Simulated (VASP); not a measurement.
# AlGaN2 (P-4m2) in VASP: further runs

The runs below take AlGaN2 through single point, with LDA.

Everything below comes from runs of VASP 6.6.1. Logs are shortened: lines on timing, memory, paths and dates and some standing lists are left out, and cuts for length are marked.

### Step 1. The cell of the first run

It takes space group P-4m2 (No. 115, tetragonal). Conventional cell: a = 3.235 Å, b = 3.235 Å, c = 4.357 Å, α = 90.00°, β = 90.00°, γ = 90.00°. Within 2.5 Å of Al (site symmetry -4m2) lie 4 N at 1.92 Å. Within 2.6 Å of Ga (site symmetry -4m2) lie 4 N at 1.98 Å. Within 2.5 Å of N (site symmetry 2mm) lie 2 Al at 1.92 Å and 2 Ga at 1.98 Å.

### Step 2. Single point, LDA (strain +0.030 along x and y, -0.015 along z)

File INCAR:

```
SYSTEM = AlGaN2
PREC = Accurate
ENCUT = 520
EDIFF = 1E-6
ISMEAR = 0
SIGMA = 0.05
LREAL = .False.
LASPH = .True.
NELM = 80
ALGO = Normal
ISIF = 2
LWAVE = .False.
LCHARG = .False.
NBANDS = 21
```

File KPOINTS:

```
Automatic mesh
0
Gamma
  8 8 6
  0 0 0
```

File POSCAR:

```
AlGaN2
1.0
    3.2351033602      0.0000000000      0.0000000000
    0.0000000000      3.2351033602      0.0000000000
    0.0000000000      0.0000000000      4.3574803709
Al Ga N
1 1 2
Direct
    0.5000000000      0.5000000000      0.5000000000
    0.0000000000      0.0000000000      0.0000000000
    0.5000000000      0.0000000000      0.7382648100
    0.0000000000      0.5000000000      0.2617351900
```

Potentials or basis: VASP PAW LDA potentials, release 64 (Al, Ga_d, N).

Started as:

```
$ cat potpaw_LDA.64/Al/POTCAR potpaw_LDA.64/Ga_d/POTCAR potpaw_LDA.64/N/POTCAR > POTCAR
$ mpirun -np 1 vasp_std > vasp.out
```

OUTCAR:

```text
SYSTEM = AlGaN2
   PREC = Accurate
   ENCUT = 520
   EDIFF = 1E-6
   ISMEAR = 0
   LREAL = .False.
   LASPH = .True.
   NELM = 80
   ISIF = 2

 ion  position               nearest neighbor table
   1  0.500  0.500  0.500-   3 1.92   4 1.92   3 1.92   4 1.92
   2  0.000  0.000  0.000-   3 1.98   4 1.98   4 1.98   3 1.98
   3  0.500  0.000  0.738-   1 1.92   1 1.92   2 1.98   2 1.98
   4  0.000  0.500  0.262-   1 1.92   1 1.92   2 1.98   2 1.98

  LATTYP: Found a simple tetragonal cell.
 ALAT       =     3.2351033602
 C/A-ratio  =     1.3469369865

  Lattice vectors:

 A1 = (   3.2351033602,   0.0000000000,   0.0000000000)
 A2 = (   0.0000000000,   3.2351033602,   0.0000000000)
 A3 = (   0.0000000000,   0.0000000000,   4.3574803709)

Analysis of symmetry for initial positions (statically):
=====================================================================
 Subroutine PRICEL returns:
 Original cell was already a primitive cell.

 Routine SETGRP: Setting up the symmetry group for a
 simple tetragonal supercell.

 Subroutine GETGRP returns: Found  8 space group operations
 (whereof  8 operations were pure point group operations)
 out of a pool of 16 trial point group operations.

The static configuration has the point symmetry D_2d.

Analysis of symmetry for dynamics (positions and initial velocities):
=====================================================================
 Subroutine PRICEL returns:
 Original cell was already a primitive cell.

 Routine SETGRP: Setting up the symmetry group for a
 simple tetragonal supercell.

 Subroutine GETGRP returns: Found  8 space group operations
 (whereof  8 operations were pure point group operations)
 out of a pool of 16 trial point group operations.

The dynamic configuration has the point symmetry D_2d.

 Subroutine INISYM returns: Found  8 space group operations
 (whereof  8 operations are pure point group operations),
 and found     1 'primitive' translations

----------------------------------------------------------------------------------------

                                     Primitive cell

  volume of cell :      45.6049

  direct lattice vectors                    reciprocal lattice vectors
     3.235103360  0.000000000  0.000000000     0.309109135  0.000000000  0.000000000
     0.000000000  3.235103360  0.000000000     0.000000000  0.309109135  0.000000000
     0.000000000  0.000000000  4.357480371     0.000000000  0.000000000  0.229490420

  length of vectors
[... 81 lines left out ...]
   LNONCOLLINEAR =      F non collinear calculations
   LSORBIT =      F    spin-orbit coupling
   LASPH  =      T    aspherical Exc in radial PAW
   ENCUT  =  520.0 eV  38.22 Ry    6.18 a.u.   6.02  6.02  8.10*2*pi/ulx,y,z
   NELM   =     80;   NELMIN=  2; NELMDL= -5     # of ELM steps
   EDIFF  = 0.1E-05   stopping-criterion for ELM
   LREAL  =      F    real-space projection
   EDIFFG = 0.1E-04   stopping-criterion for IOM
   NSW    =      0    number of steps for IOM
   IBRION =     -1    ionic relax: 0-MD 1-quasi-New 2-CG
   NFREE  =      0    steps in history (QN), initial steepest desc. (CG)
   ISIF   =      2    stress and relaxation
   ISYM   =      2    0-nonsym 1-usesym 2-fastsym
   POTIM  = 0.5000    time-step for ionic-motion
   TEBEG  =    0.0;   TEEND  =   0.0 temperature during run
   PSTRESS=    0.0 pullay stress
   NELECT =      26.0000    total number of electrons
   NUPDOWN=      -1.0000    fix difference up-down
   EMIN   =  10.00;   EMAX   =-10.00  energy-range for DOS
   EFERMI =   0.00;   METHOD = LEGACY
   ISMEAR =     0;   SIGMA  =   0.05  broadening in eV -4-tet -1-fermi 0-gaus
   EFERMI_NEDOS =   21; number of points for ismear=-14 and -15
   IALGO  =     38    algorithm
   IMIX   =      4    mixing-type and parameters
     AMIX     =   0.40;   BMIX     =  1.00
     AMIX_MAG =   1.60;   BMIX_MAG =  1.00
  volume/ion in A,a.u.               =      11.40        76.94
  Fermi-wavevector in a.u.,A,eV,Ry     =   1.357465  2.565237 25.071614  1.842712
  Thomas-Fermi vector in A             =   2.484381
   LORBIT       =      0    0 simple, 1 ext, 2 COOP (PROOUT), +10 PAW based schemes
   GGA     = CA    functional components
   LHFCALC =     F    Hartree Fock is set to
   AEXX    =    0.0000 exact exchange contribution
   IVDW    =     0    specifies the selected vdW correction
   LEPSILON=     F    determine dielectric tensor
   LRPA    =     F    only Hartree local field effects (RPA)
 non-spin polarized calculation
 Gauss-broadening in eV      SIGMA  =   0.05
  energy-cutoff  :      520.00
  volume of cell :       45.60
 maximum number of plane-waves:      1252
   NGX = 13   NGY = 13   NGZ = 17

 number of electron      26.0000025 magnetization

 Free energy of the ion-electron system (eV)
  ---------------------------------------------------
  ext. energy  EPLUGINS =         0.00000000
  ---------------------------------------------------
  free energy    TOTEN  =       -30.18140738 eV

  energy without entropy =      -30.18140738  energy(sigma->0) =      -30.18140738

 E-fermi :   5.1772     XC(G=0): -11.5124

 val. band max:        4.8963235192   @ k =   0.0000   0.0000   0.0000
 cond. band min:       7.4881582437   @ k =   0.0000   0.0000   0.0000
 fundamental gap:      2.5918347244
 Fermi energy:         5.1772237282

 k-point     1 :       0.0000    0.0000    0.0000
  band No.  band energies     occupation
      1     -10.0908      2.00000
      2      -8.9723      2.00000
      3      -8.1705      2.00000
      4      -8.1705      2.00000
      5      -8.1269      2.00000
      6      -7.9832      2.00000
[... 565 lines left out ...]
     20      16.5045      0.00000
     21      16.6994      0.00000

 [... further k-points ...]
[... 5 lines left out ...]
  --------------------------------------------------------------------------------------
  -------------------------------------------------------------------------------------
  Total       -3.9161307     -3.9161307     -2.3705030      0.0000000      0.0000000     -0.0000000
  in kB     -137.5802189   -137.5802189    -83.2797343      0.0000000      0.0000000     -0.0000000
  external PRESSURE =    -119.4800574 kB  Pullay stress =       0.0000000 kB

 VOLUME and BASIS-vectors are now :
 -----------------------------------------------------------------------------
  energy-cutoff  :      520.00
  volume of cell :       45.60
      direct lattice vectors                 reciprocal lattice vectors
     3.235103360  0.000000000  0.000000000     0.309109135  0.000000000  0.000000000
     0.000000000  3.235103360  0.000000000     0.000000000  0.309109135  0.000000000
     0.000000000  0.000000000  4.357480371     0.000000000  0.000000000  0.229490420

 POSITION                                       TOTAL-FORCE (eV/Angst)
 -----------------------------------------------------------------------------------
      1.61755      1.61755      2.17874        -0.000000     -0.000000      0.000000
      0.00000      0.00000      0.00000        -0.000000      0.000000      0.000000
      1.61755      0.00000      3.21697         0.000000      0.000000      0.081097
      0.00000      1.61755      1.14051        -0.000000      0.000000     -0.081097
 -----------------------------------------------------------------------------------
    total drift:                                0.000000      0.000000     -0.000000

  FREE ENERGIE OF THE ION-ELECTRON SYSTEM (eV)
  ---------------------------------------------------
  free  energy   TOTEN  =       -30.1814073777 eV

  energy  without entropy=      -30.1814073777  energy(sigma->0) =      -30.18140738
```

stdout:

```text
POSCAR found type information on POSCAR AlGaN
 POSCAR found :  3 types and       4 ions
 scaLAPACK will be used
 LDA part: xc-table for (Slater(with rela. corr.)+CA(PZ))
 , standard interpolation
 POSCAR, INCAR and KPOINTS ok, starting setup
 FFT: planning ... GRIDC
 FFT: planning ... GRID_SOFT
 FFT: planning ... GRID
 WAVECAR not read
 entering main loop
```

Wall time 16 s (1 thread of Intel Xeon 6975P-C (Granite Rapids), shared host); peak memory 0.17 GiB.

Results:

| Item | Value |
| --- | --- |
| Free energy | -30.1814 eV |
| Pressure | -11.9 GPa |
| Largest force | 0.081 eV/Å |
| Band gap on the k mesh | 2.59 eV, direct |

Forces in eV/Å, atoms in the order of the input:
```
Al   0.000  0.000  0.000
Ga   0.000  0.000  0.000
N    0.000  0.000  0.081
N    0.000  0.000 -0.081
```

Stress tensor (GPa, compression positive):
```
-13.76   0.00   0.00
  0.00 -13.76   0.00
  0.00   0.00  -8.33
```

Levels at points of the mesh, in eV from the valence-band top:
| k point | band 10 | band 11 | band 12 | band 13 | band 14 | band 15 | band 16 | band 17 |
| --- | --- | --- | --- | --- | --- | --- | --- | --- |
| (0.00, 0.00, 0.00) | -2.41 | -0.04 | 0.00 | 0.00 | 2.59 | 3.38 | 6.78 | 10.82 |
| (0.50, 0.00, 0.00) | -2.61 | -2.55 | -1.06 | -0.80 | 6.58 | 6.88 | 7.53 | 7.73 |
| (0.50, 0.50, 0.00) | -2.01 | -2.00 | -2.00 | -2.00 | 3.36 | 3.36 | 6.22 | 8.61 |
| (0.00, 0.00, 0.50) | -1.57 | -1.57 | -1.07 | -1.07 | 5.11 | 5.30 | 7.35 | 8.50 |
| (0.50, 0.00, 0.50) | -1.03 | -0.66 | -0.65 | -0.35 | 4.78 | 6.13 | 8.87 | 9.13 |
| (0.50, 0.50, 0.50) | -3.77 | -3.10 | -3.06 | -3.06 | 6.33 | 6.33 | 8.32 | 10.38 |

Caveat: the cell differs from its parent crystal (strain +0.030 along x and y, -0.015 along z).

[end of part 1 of 3]
